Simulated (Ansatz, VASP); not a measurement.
# Two plane-wave programs on GaN

```
Ga N
1.0
     3.21837    0.00000    0.00000
    -1.60919    2.78719    0.00000
     0.20973    0.00000    5.24317
Ga N
2 2
Cartesian
  1.7059 0.9293 2.6176
  0.2016 1.8578 5.2392
  1.8008 0.9277 4.5918
  0.0868 1.8595 1.9702
```

Alike in both runs: task single point; functional PBE; k mesh 12 × 12 × 6; occupations gaussian, width 0.02 eV; no spin polarisation.

```csv
,VASP,Ansatz
version,VASP 6.6.1,Ansatz 0.2.0
potentials or method,"VASP PAW PBE potentials, release 64 (Ga_d, N), cutoff 520 eV","scalar-relativistic, plane waves, PAW"
valence electrons in the cell,36,36
```

Ansatz gave:

| Quantity | Value |
| --- | --- |
| gap on the k mesh at the Fermi level (eV) | 1.60 |
| least direct gap on the mesh (eV) | 1.60 |
| pressure (GPa) | 0.0 |
| traceless stress, the component that is largest in VASP (GPa) | -3.56 |

Which values does VASP return?

gap on the k mesh at the Fermi level (eV): 1.61; least direct gap on the mesh (eV): 1.61; pressure (GPa): 0.1; traceless stress, the component that is largest in VASP (GPa): -3.56.
